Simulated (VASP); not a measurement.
# Au (Fm-3m) in VASP: single point with PBE

Aim: the single point of Au with PBE.

All numbers are computed with VASP 6.6.1; they aren't measurements. Logs are shortened: lines on timing, memory, paths and dates and some standing lists are left out, and cuts for length are marked.

**1. The cell of the first run**

It takes space group Fm-3m (No. 225, cubic). Conventional cell: a = 4.117 Å, b = 4.117 Å, c = 4.117 Å, α = 90.00°, β = 90.00°, γ = 90.00°. Within 3.8 Å of Au (site symmetry m-3m) lie 12 Au at 2.91 Å.

**2. Single point, PBE**

Contents of INCAR:

```
PREC = Accurate
ENCUT = 500
EDIFF = 1E-6
ISMEAR = -1
SIGMA = 0.06122561905347299
LREAL = False
LASPH = True
NELM = 120
ALGO = Normal
ISIF = 2
LWAVE = False
LCHARG = False
GGA = PE
NBANDS = 12
GGA_COMPAT = False
```

Contents of KPOINTS:

```
regular mesh
0
Gamma
  12 12 12
```

Contents of POSCAR:

```
Au
1.0
    0.0000000000      2.0582665611      2.0582665611
    2.0582665611      0.0000000000      2.0582665611
    2.0582665611      2.0582665611      0.0000000000
Au
1
Direct
    0.0000000000      0.0000000000      0.0000000000
```

Potentials or basis: VASP PAW PBE potentials, release 64 (Au).

The run is started by

```sh
$ cat potpaw_PBE.64/Au/POTCAR > POTCAR
$ mpirun -np 1 vasp_std > vasp.out
```

OUTCAR:

```text
PREC = Accurate
   ENCUT = 500
   EDIFF = 1E-6
   ISMEAR = -1
   LREAL = False
   LASPH = True
   NELM = 120
   ISIF = 2
   GGA = PE

 ion  position               nearest neighbor table
   1  0.000  0.000  0.000-

  LATTYP: Found a face centered cubic cell.
 ALAT       =     4.1165331222

  Lattice vectors:

 A1 = (   0.0000000000,   2.0582665611,   2.0582665611)
 A2 = (   2.0582665611,   0.0000000000,   2.0582665611)
 A3 = (   2.0582665611,   2.0582665611,   0.0000000000)

Analysis of symmetry for initial positions (statically):
=====================================================================
 Subroutine PRICEL returns:
 Original cell was already a primitive cell.

 Routine SETGRP: Setting up the symmetry group for a
 face centered cubic supercell.

 Subroutine GETGRP returns: Found 48 space group operations
 (whereof 48 operations were pure point group operations)
 out of a pool of 48 trial point group operations.

The static configuration has the point symmetry O_h .

Analysis of symmetry for dynamics (positions and initial velocities):
=====================================================================
 Subroutine PRICEL returns:
 Original cell was already a primitive cell.

 Routine SETGRP: Setting up the symmetry group for a
 face centered cubic supercell.

 Subroutine GETGRP returns: Found 48 space group operations
 (whereof 48 operations were pure point group operations)
 out of a pool of 48 trial point group operations.

The dynamic configuration has the point symmetry O_h .

 Subroutine INISYM returns: Found 48 space group operations
 (whereof 48 operations are pure point group operations),
 and found     1 'primitive' translations

----------------------------------------------------------------------------------------

                                     Primitive cell

  volume of cell :      17.4395

  direct lattice vectors                    reciprocal lattice vectors
     0.000000000  2.058266561  2.058266561    -0.242922860  0.242922860  0.242922860
     2.058266561  0.000000000  2.058266561     0.242922860 -0.242922860  0.242922860
     2.058266561  2.058266561  0.000000000     0.242922860  0.242922860 -0.242922860

  length of vectors
     2.910828486  2.910828486  2.910828486     0.420754736  0.420754736  0.420754736

  position of ions in fractional coordinates (direct lattice)
     0.000000000  0.000000000  0.000000000

  ion indices of the primitive-cell ions
   primitive index   ion index
                 1           1

----------------------------------------------------------------------------------------

 KPOINTS: regular mesh

Automatic generation of k-mesh.
 Grid dimensions read from file:
 generate k-points for:   12   12   12

 Generating k-lattice:

  Cartesian coordinates                     Fractional coordinates (reciprocal lattice)
    -0.020243572  0.020243572  0.020243572     0.083333333  0.000000000  0.000000000
     0.020243572 -0.020243572  0.020243572     0.000000000  0.083333333  0.000000000
     0.020243572  0.020243572 -0.020243572     0.000000000  0.000000000  0.083333333

  Length of vectors
     0.035062895  0.035062895  0.035062895

  Shift w.r.t. Gamma in fractional coordinates (k-lattice)
     0.000000000  0.000000000  0.000000000

 Subroutine IBZKPT returns following result:
 ===========================================

 Found     72 irreducible k-points:

 Following reciprocal coordinates:
            Coordinates               Weight
  0.000000  0.000000  0.000000      1.000000
  0.083333  0.000000  0.000000      8.000000
  0.166667  0.000000  0.000000      8.000000
  0.250000  0.000000  0.000000      8.000000
  0.333333  0.000000  0.000000      8.000000
  0.416667  0.000000  0.000000      8.000000
[... 16 lines left out ...]
  0.500000  0.166667  0.000000     24.000000
 -0.416667  0.166667  0.000000     24.000000
 [... further k-points ...]
   k-points           NKPTS =     72   k-points in BZ     NKDIM =     72   number of bands    NBANDS=     12
   number of dos      NEDOS =    301   number of ions     NIONS =      1
   total plane-waves  NPLWV =  13824
   dimension x,y,z NGX =    24 NGY =   24 NGZ =   24
   dimension x,y,z NGXF=    48 NGYF=   48 NGZF=   48
   ions per type =               1
   NGX,Y,Z   is equivalent  to a cutoff of  13.71, 13.71, 13.71 a.u.
   NGXF,Y,Z  is equivalent  to a cutoff of  27.41, 27.41, 27.41 a.u.
 SYSTEM =  unknown system
   PREC   = accura    normal or accurate (medium, high low for compatibility)
   ISTART =      0    job   : 0-new  1-cont  2-samecut
   ICHARG =      2    charge: 1-file 2-atom 10-const
   ISPIN  =      1    spin polarized calculation?
   LNONCOLLINEAR =      F non collinear calculations
   LSORBIT =      F    spin-orbit coupling
   LASPH  =      T    aspherical Exc in radial PAW
   ENCUT  =  500.0 eV  36.75 Ry    6.06 a.u.   5.31  5.31  5.31*2*pi/ulx,y,z
   NELM   =    120;   NELMIN=  2; NELMDL= -5     # of ELM steps
   EDIFF  = 0.1E-05   stopping-criterion for ELM
   LREAL  =      F    real-space projection
   EDIFFG = 0.1E-04   stopping-criterion for IOM
   NSW    =      0    number of steps for IOM
   IBRION =     -1    ionic relax: 0-MD 1-quasi-New 2-CG
   NFREE  =      0    steps in history (QN), initial steepest desc. (CG)
   ISIF   =      2    stress and relaxation
   ISYM   =      2    0-nonsym 1-usesym 2-fastsym
   POTIM  = 0.5000    time-step for ionic-motion
   TEBEG  =    0.0;   TEEND  =   0.0 temperature during run
   PSTRESS=    0.0 pullay stress
   NELECT =      11.0000    total number of electrons
   NUPDOWN=      -1.0000    fix difference up-down
   EMIN   =  10.00;   EMAX   =-10.00  energy-range for DOS
   EFERMI =   0.00;   METHOD = LEGACY
   ISMEAR =    -1;   SIGMA  =   0.06  broadening in eV -4-tet -1-fermi 0-gaus
   EFERMI_NEDOS =   21; number of points for ismear=-14 and -15
   IALGO  =     38    algorithm
   IMIX   =      4    mixing-type and parameters
     AMIX     =   0.40;   BMIX     =  1.00
     AMIX_MAG =   1.60;   BMIX_MAG =  1.00
  volume/ion in A,a.u.               =      17.44       117.69
  Fermi-wavevector in a.u.,A,eV,Ry     =   1.403980  2.653137 26.819240  1.971159
  Thomas-Fermi vector in A             =   2.526587
   LORBIT       =      0    0 simple, 1 ext, 2 COOP (PROOUT), +10 PAW based schemes
   GGA     = PE    functional components
   LHFCALC =     F    Hartree Fock is set to
   AEXX    =    0.0000 exact exchange contribution
   IVDW    =     0    specifies the selected vdW correction
   LEPSILON=     F    determine dielectric tensor
   LRPA    =     F    only Hartree local field effects (RPA)
 non-spin polarized calculation
  energy-cutoff  :      500.00
  volume of cell :       17.44
 maximum number of plane-waves:       459
 NGX is ok and might be reduce to    24
   NGX = 11   NGY = 11   NGZ = 11

 number of electron      11.0000001 magnetization

 Free energy of the ion-electron system (eV)
  ---------------------------------------------------
  ext. energy  EPLUGINS =         0.00000000
  ---------------------------------------------------
  free energy    TOTEN  =        -3.20716033 eV

  energy without entropy =       -3.20192947  energy(sigma->0) =       -3.20454490

 E-fermi :   9.0363     XC(G=0): -12.5796

 val. band max:        9.0031124455   @ k =   0.5000   0.0833   0.0000
 cond. band min:       9.1566899722   @ k =   0.5000   0.2500   0.0833
 fundamental gap:      0.1535775268
 Fermi energy:         9.0363262917

 k-point     1 :       0.0000    0.0000    0.0000
  band No.  band energies     occupation
      1      -0.5202      2.00000
      2       4.5222      2.00000
      3       4.5222      2.00000
      4       4.5222      2.00000
      5       5.9768      2.00000
      6       5.9768      2.00000
      7      23.6448      0.00000
      8      27.5130      0.00000
      9      27.5130      0.00000
     10      27.5130      0.00000
     11      32.3425      0.00000
     12      36.7317      0.00000

 k-point     2 :       0.0833    0.0000    0.0000
  band No.  band energies     occupation
      1      -0.2842      2.00000
      2       4.4496      2.00000
      3       4.6003      2.00000
      4       4.6003      2.00000
      5       5.9438      2.00000
      6       5.9438      2.00000
      7      23.8989      0.00000
      8      26.0982      0.00000
      9      27.7814      0.00000
     10      27.7814      0.00000
     11      33.1068      0.00000
     12      35.0350      0.00000

 k-point     3 :       0.1667    0.0000    0.0000
  band No.  band energies     occupation
      1       0.3762      2.00000
      2       4.3141      2.00000
      3       4.7580      2.00000
      4       4.7580      2.00000
      5       5.9281      2.00000
      6       5.9281      2.00000
      7      23.1716      0.00000
      8      24.7104      0.00000
      9      28.4508      0.00000
     10      28.4508      0.00000
     11      31.2354      0.00000
     12      33.3832      0.00000
[... 286 lines left out ...]
 k-point    23 :       0.5000    0.1667    0.0000
  band No.  band energies     occupation
      1       2.5794      2.00000
      2       4.1414      2.00000
      3       5.0410      2.00000
      4       5.1713      2.00000
      5       7.1698      2.00000
      6       9.7471      0.00002
      7      13.1350      0.00000
      8      22.5318      0.00000
      9      24.1738      0.00000
     10      24.8834      0.00000
     11      33.9905      0.00000
     12      34.5727      0.00000

 k-point    24 :      -0.4167    0.1667    0.0000
  band No.  band energies     occupation
      1       2.6217      2.00000
      2       4.1413      2.00000
      3       4.9792      2.00000
      4       5.4290      2.00000
      5       6.9196      2.00000
      6      10.3272      0.00000
      7      12.5352      0.00000
      8      21.7827      0.00000
      9      24.6236      0.00000
     10      25.1452      0.00000
     11      33.4787      0.00000
     12      34.1168      0.00000

 [... further k-points ...]

------------------------ aborting loop because EDIFF is reached ----------------------------------------

  FORCE on cell =-STRESS in cart. coord.  units (eV):
  Direction    XX          YY          ZZ          XY          YZ          ZX
  --------------------------------------------------------------------------------------
  -------------------------------------------------------------------------------------
  Total        0.4767348      0.4767348      0.4767348      0.0000000      0.0000000     -0.0000000
  in kB       43.7978281     43.7978281     43.7978281      0.0000000      0.0000000     -0.0000000
  external PRESSURE =      43.7978281 kB  Pullay stress =       0.0000000 kB

 VOLUME and BASIS-vectors are now :
 -----------------------------------------------------------------------------
  energy-cutoff  :      500.00
  volume of cell :       17.44
      direct lattice vectors                 reciprocal lattice vectors
     0.000000000  2.058266561  2.058266561    -0.242922860  0.242922860  0.242922860
     2.058266561  0.000000000  2.058266561     0.242922860 -0.242922860  0.242922860
     2.058266561  2.058266561  0.000000000     0.242922860  0.242922860 -0.242922860

 POSITION                                       TOTAL-FORCE (eV/Angst)
 -----------------------------------------------------------------------------------
      0.00000      0.00000      0.00000        -0.000000     -0.000000      0.000000
 -----------------------------------------------------------------------------------
    total drift:                               -0.000000      0.000000      0.000000

  FREE ENERGIE OF THE ION-ELECTRON SYSTEM (eV)
  ---------------------------------------------------
  free  energy   TOTEN  =        -3.2071603346 eV

  energy  without entropy=       -3.2019294702  energy(sigma->0) =       -3.20454490
```

Wall time 17 s (1 thread of Intel Xeon 8259CL, shared host); peak memory 0.15 GiB.

What came out:

```yaml
Free_energy: -3.2072 eV
Pressure: 4.4 GPa
```

Caveat: spin-orbit coupling is left out, which moves the levels of the heavy elements.
